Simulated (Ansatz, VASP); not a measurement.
**AlGa3N4: VASP beside Ansatz**

POSCAR

```
AlGa3N4
1.0
    4.4653444522      0.0000000000      0.0000000000
    0.0000000000      4.4653444522      0.0000000000
    0.0000000000      0.0000000000      4.4653444522
Al Ga N
1 3 4
Direct
    0.0000000000      0.0000000000      0.0000000000
    0.5019794296      0.4980205704      0.0000000000
    0.5019794296     -0.0019794296      0.5000000000
    0.0019794296      0.4980205704      0.5000000000
    0.7553510553      0.7553510553      0.2446489447
    0.7553510553      0.2446489447      0.7553510553
    0.2446489447      0.7553510553      0.7553510553
    0.2446489447      0.2446489447      0.2446489447
```

File INCAR.step1:

```
PREC     = Accurate       # precision mode
ENCUT    = 520            # plane-wave cutoff, eV
ISMEAR   = 0              # smearing method
SIGMA    = 0.05           # smearing width, eV
LREAL    = False          # projectors in reciprocal space
LASPH    = True           # aspherical terms in the spheres
NELM     = 100            # most SCF steps
NBANDS   = 41             # bands
GGA      = PE             # functional
ALGO     = Normal         # electronic algorithm
EDIFF    = 1E-4           # SCF threshold, eV
LWAVE    = True           # write WAVECAR
LCHARG   = False          # write CHGCAR
```

File INCAR.step2:

```
PREC     = Accurate       # precision mode
ENCUT    = 520            # plane-wave cutoff, eV
EDIFF    = 1E-6           # SCF threshold, eV
ISMEAR   = 0              # smearing method
SIGMA    = 0.05           # smearing width, eV
LREAL    = False          # projectors in reciprocal space
LASPH    = True           # aspherical terms in the spheres
NELM     = 100            # most SCF steps
ALGO     = Normal         # electronic algorithm
ISIF     = 2              # what is computed and relaxed
LWAVE    = False          # write WAVECAR
LCHARG   = False          # write CHGCAR
METAGGA  = R2SCAN         # meta-GGA
LMIXTAU  = True         
NBANDS   = 41             # bands
ISTART   = 1
```

KPOINTS

```
Automatic mesh
0
Gamma
  6 6 6
```

Input for Ansatz:

```yaml
crystal:
  lattice:
    - [4.4653444522, 0.0, 0.0]
    - [0.0, 4.4653444522, 0.0]
    - [0.0, 0.0, 4.4653444522]
  atoms:
    - { symbol: Al, position: [0.0, 0.0, 0.0] }
    - { symbol: Ga, position: [0.5019794296, 0.4980205704, 0.0] }
    - { symbol: Ga, position: [0.5019794296, -0.0019794296, 0.5] }
    - { symbol: Ga, position: [0.0019794296, 0.4980205704, 0.5] }
    - { symbol: "N", position: [0.7553510553, 0.7553510553, 0.2446489447] }
    - { symbol: "N", position: [0.7553510553, 0.2446489447, 0.7553510553] }
    - { symbol: "N", position: [0.2446489447, 0.7553510553, 0.7553510553] }
    - { symbol: "N", position: [0.2446489447, 0.2446489447, 0.2446489447] }
basis:
  ecutwfc: 500
kpoints:
  mp_grid: { grid: [6, 6, 6] }
hamiltonian:
  xc: r2scan
scf:
  occupations: { method: gaussian, width: 0.05 }
output:
  forces: true
  stress: true
  eigenvalues: true
```

Change from the starting cell: all Ga atoms moved +0.013 Å, as atom 2 along Cartesian [1 -1 0].

Alike in both runs: task single point; functional r2SCAN; k mesh 6 × 6 × 6; occupations gaussian, width 0.05 eV; no spin polarisation.

|  | VASP | Ansatz |
| --- | --- | --- |
| version | VASP 6.6.1 | Ansatz 0.2.0 |
| potentials or method | VASP PAW PBE potentials, release 64 (Al, Ga_d, N), cutoff 520 eV | scalar-relativistic, plane waves, PAW |
| valence electrons in the cell | 62 | 62 |

|  | VASP | Ansatz | Ansatz less VASP |
| --- | --- | --- | --- |
| gap on the k mesh at the Fermi level (eV) | 2.80 | 2.79 | -0.001 |
| least direct gap on the mesh (eV) | 2.80 | 2.79 | -0.001 |
| pressure (GPa) | 0.7 | 0.0 | -0.69 |
| traceless stress, the component that is largest in VASP (GPa) | -0.43 | -0.41 | +0.024 |
| rms of the force components (eV/Å) | 0.096 | 0.085 | -0.0106 |

VASP's potentials were made for PBE, not for r2SCAN. Atom by atom the forces differ by 0.034 eV/Å (rms over components).
